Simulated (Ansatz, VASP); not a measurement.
**One calculation of P, two programs**

```
CELL_PARAMETERS angstrom
4.05926 0.00000 0.00000
0.00000 4.05926 0.00000
0.00000 0.00000 4.59690
ATOMIC_POSITIONS crystal
P 0.00000 0.00000 0.00000
```

Change from the starting cell: strain -0.050 along x and y, +0.050 along z, atoms carried along.

Alike in both runs: task single point; functional r2SCAN; k mesh 12 × 12 × 12; occupations gaussian, width 0.15 eV; no spin polarisation.

|  | VASP | Ansatz |
| --- | --- | --- |
| version | VASP 6.6.1 | Ansatz 0.2.0 |
| potentials or method | VASP PAW PBE potentials, release 64 (P), cutoff 520 eV | scalar-relativistic, plane waves, PAW |
| valence electrons in the cell | 5 | 5 |

```tsv
	VASP	Ansatz	Ansatz less VASP
gap on the k mesh at the Fermi level (eV)	none	none	-
pressure (GPa)	-4.5	-4.5	0.00
traceless stress, the component that is largest in VASP (GPa)	1.55	1.56	+0.001
```

VASP's potentials were made for PBE, not for r2SCAN. A gap of «none» marks a metal or a gap that the smearing closes. With one functional, cell and mesh, what is left measures potentials, basis and numerics.
